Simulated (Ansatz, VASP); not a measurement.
# BaS in VASP and in Ansatz

```
Ba S
1.0
     0.00000    3.19375    3.16181
     3.19375    0.00000    3.16181
     3.19375    3.19375    0.00000
Ba S
1 1
Direct
  0.00000 0.00000 0.00000
  0.50000 0.50000 0.50000
```

Change from the starting cell: zz strain of -1 %.

Alike in both runs: task single point; functional PBEsol; k mesh 8 × 8 × 8; occupations fermi-dirac, width 0.02 eV; no spin polarisation.

```csv
,VASP,Ansatz
version,VASP 6.6.1,Ansatz 0.2.0
potentials or method,"VASP PAW PBE potentials, release 64 (Ba_sv, S), cutoff 520 eV","all-electron LAPW, scalar-relativistic"
```

VASP gave:

* gap on the k mesh at the Fermi level (eV): 1.94
* pressure (GPa): -0.1
* traceless stress, the component that is largest in VASP (GPa): 0.60

Question: What did Ansatz give for the same quantities?

Answer: gap on the k mesh at the Fermi level (eV): 2.04; pressure (GPa): -0.7; traceless stress, the component that is largest in VASP (GPa): 0.54.

VASP's potentials were made for PBE, not for PBEsol. Ansatz ran all-electron here, and VASP with PAW potentials.

Neither program's run includes spin-orbit coupling.
